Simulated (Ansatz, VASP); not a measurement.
**CdSb2O4 in VASP and in Ansatz**

```
Cd Sb O
1.0
     3.45355    0.00285   -0.00255
    -0.00577    6.69445   -0.35301
    -1.71528   -1.94795    5.21923
Cd Sb O
1 2 4
Cartesian
  -0.0029 3.3472 -0.1765
  1.7278 4.0498 2.7057
  0.0047 0.6995 2.1579
  1.7322 -0.0263 3.1575
  0.0036 2.0958 3.6086
  0.0003 4.7757 1.7061
  1.7289 2.6535 1.2551
```

Change from the starting cell: species swapped into the MgV2O4 type (P-1, No. 2).

Alike in both runs: functional PBE; k mesh 4 × 2 × 2; occupations gaussian, width 0.15 eV; no spin polarisation.

Ansatz relaxed the structure, and its values are those at the end. VASP's run is a single point on that final structure, the one shown.

```csv
,VASP,Ansatz
version,VASP 6.6.1,Ansatz 0.2.0
potentials or method,"VASP PAW PBE potentials, release 64 (Cd, Sb, O), cutoff 520 eV","scalar-relativistic, plane waves, PAW"
valence electrons in the cell,46,74
```

VASP gave:

| Item | Value |
| --- | --- |
| gap on the k mesh at the Fermi level (eV) | 2.14 |
| least direct gap on the mesh (eV) | 2.14 |
| pressure (GPa) | 0.3 |
| rms of the force components (eV/Å) | 0.036 |

Task: Which values does Ansatz return?

Result: gap on the k mesh at the Fermi level (eV): 2.18; least direct gap on the mesh (eV): 2.18; pressure (GPa): 0.3; rms of the force components (eV/Å): 0.019.

VASP's potentials hold 46 valence electrons a cell and Ansatz's 74, so a difference there can come from the potentials and not from the codes.

The k mesh is coarse, so the values compare programs but aren't converged. Spin-orbit coupling is off throughout.
